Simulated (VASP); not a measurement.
Crystal: CdSe.

```
CELL_PARAMETERS angstrom
0.00000 3.07027 3.07027
3.07027 0.00000 3.07027
3.07027 3.07027 0.00000
ATOMIC_POSITIONS crystal
Cd 0.00000 0.00000 0.00000
Se 0.25000 0.25000 0.25000
```

```yaml
Program: VASP 6.6.1
Task: relaxation of cell and atoms
Functional: LDA
Potentials_or_basis: VASP PAW LDA potentials, release 64 (Cd, Se)
Cutoff: 600 eV
k_mesh: 8 × 8 × 8
Occupations: fermi-dirac, width 0.05 eV
Spin: no spin polarisation
```

At the start: pressure -2.9 GPa; volume 28.94 Å³/atom.

Task: How do energy, volume and symmetry change on relaxing?

Result: Over 3 steps the energy falls by 15.8 meV/atom and the volume is 27.31 Å³/atom (-5.7 %); space group F-43m (No. 216, to 0.05 Å).

Step by step:
```
step  energy change (eV)  largest force (eV/Å)  pressure (GPa)  volume (Å³)
   1              0.0000                0.0000           -2.93        57.88
   2             -0.0278                0.0000            1.17        53.57
   3             -0.0316                0.0000           -0.01        54.61
```

Final structure:
```xyz
2
Lattice="0.0000 3.0113 3.0113 3.0113 0.0000 3.0113 3.0113 3.0113 0.0000" Properties=species:S:1:pos:R:3 pbc="T T T"
Cd    0.0000    0.0000    0.0000
Se    1.5057    1.5057    1.5057
```
